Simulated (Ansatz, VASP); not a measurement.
## Si3N4: VASP beside Ansatz

```xyz
14
Lattice="7.6374 0.0000 0.0000 -3.8187 6.6142 0.0000 0.0000 0.0000 2.9220" Properties=species:S:1:pos:R:3 pbc="T T T"
Si   -1.6017    5.0821    0.7305
Si    2.4353    1.1539    2.1915
Si    0.2184    2.6860    0.7305
Si    5.4204    1.5321    2.1915
Si    1.3834    5.4603    0.7305
Si    3.6003    3.9282    2.1915
N     0.0000    4.4095    0.7305
N     3.8187    2.2047    2.1915
N     2.4036    0.2008    0.7305
N     1.0279    2.1819    2.1915
N     6.2618    1.9812    0.7305
N     1.4151    6.4134    2.1915
N     2.7908    4.4322    0.7305
N    -2.4431    4.6330    2.1915
```

Alike in both runs: task electric field gradients; functional PBE; k mesh 4 × 4 × 9; occupations fermi-dirac, width 0.02 eV; no spin polarisation.

```csv
,VASP,Ansatz
version,VASP 6.6.1,Ansatz 0.2.0
potentials or method,"VASP PAW PBE potentials, release 64 (Si, N)","plane-wave PAW, scalar-relativistic"
plane-wave cutoff (eV),520,420
valence electrons in the cell,64,64
```

|  | VASP | Ansatz | Ansatz less VASP |
| --- | --- | --- | --- |
| gap on the k mesh at the Fermi level (eV) | 4.27 | 4.29 | +0.012 |
| pressure (GPa) | 1.7 | 2.0 | +0.29 |
| traceless stress, the component that is largest in VASP (GPa) | -0.53 | -0.49 | +0.035 |
| rms of the force components (eV/Å) | 0.007 | 0.008 | +0.0009 |
| size of Vzz on the site where it differs most (V/Å²) | 47.5 | 52.2 | +4.72 |

Atom by atom the forces differ by 0.002 eV/Å (rms over components).
